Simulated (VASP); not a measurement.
Set up this calculation in VASP 6.6.1, as the native input.

```
Task                   : single point
Functional             : PBE
Potentials or basis    : VASP PAW PBE potentials, release 64 (Rh_pv)
Cutoff                 : 520 eV
k mesh                 : 26 × 26 × 26
Occupations            : gaussian, width 0.15 eV
Spin                   : no spin polarisation
Dipole correction      : no
Further INCAR settings : ALGO = Fast; EDIFF = 1e-06; NBANDS = 14
```

The structure of Rh lies in POSCAR:

```
Rh
1.0
    0.0000000000      1.9149654115      1.9149654115
    1.8670912762      0.0000000000      1.9149654115
    1.8670912762      1.9149654115      0.0000000000
Rh
1
Direct
    0.0000000000      0.0000000000      0.0000000000
```

This cell differs from its parent crystal: strain -0.0250 x Voigt [1, 0, 0, 0, 0, 0].

These files were run (other wordings do the same):

INCAR

```
  ALGO = Fast
  EDIFF = 1E-6
  ENCUT = 520
  GGA = PE
  ISIF = 2
  ISMEAR = 0
  LASPH = T
  LCHARG = F
  LREAL = F
  LWAVE = F
  NBANDS = 14
  NELM = 80
  PREC = Accurate
  SIGMA = 0.15
```

KPOINTS

```
k-points
0
Gamma
  26 26 26
```

Potentials or basis: VASP PAW PBE potentials, release 64 (Rh_pv).

Command:

```bash
$ cat potpaw_PBE.64/Rh_pv/POTCAR > POTCAR
$ mpirun -np 1 vasp_std > vasp.out
```

Results of the run:

```json
{
 "Pressure": "7.2 GPa",
 "Band gap on the k mesh": "zero (an odd number of electrons rules out a gap without spin polarisation)"
}
```

Caveat: the cell differs from its parent crystal (strain -0.0250 x Voigt [1, 0, 0, 0, 0, 0]); the stress differs along the axes, from 5 to 11 GPa.

Wall time 2.8 min on 1 thread of Intel(R) Xeon(R) Platinum 8488C (Sapphire Rapids), on a shared host, peak memory 0.32 GiB.
